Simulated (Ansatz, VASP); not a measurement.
One calculation of Al, two programs

```xyz
4
Lattice="2.8538 0.0000 0.0000 -1.4269 2.4715 0.0000 0.0000 0.0000 8.4426" Properties=species:S:1:pos:R:3 pbc="T T T"
Al    0.0000    0.0000    0.0000
Al    0.0000    1.6476    2.1107
Al    0.0000    0.0000    4.2213
Al    1.4269    0.8238    6.3320
```

Alike in both runs: task single point; functional PBE; dispersion D3(BJ); k mesh 18 × 18 × 4; occupations gaussian, width 0.15 eV; no spin polarisation.

|  | VASP | Ansatz |
| --- | --- | --- |
| version | VASP 6.6.1 | Ansatz 0.2.0 |
| potentials or method | VASP PAW PBE potentials, release 64 (Al), cutoff 520 eV | scalar-relativistic, plane waves, PAW |
| valence electrons in the cell | 12 | 12 |

```csv
,VASP,Ansatz,Ansatz less VASP
gap on the k mesh at the Fermi level (eV),none,none,-
pressure (GPa),7.4,7.4,0.00
"traceless stress, the component that is largest in VASP (GPa)",8.38,8.38,-0.003
```

A gap of «none» marks a metal or a gap that the smearing closes.
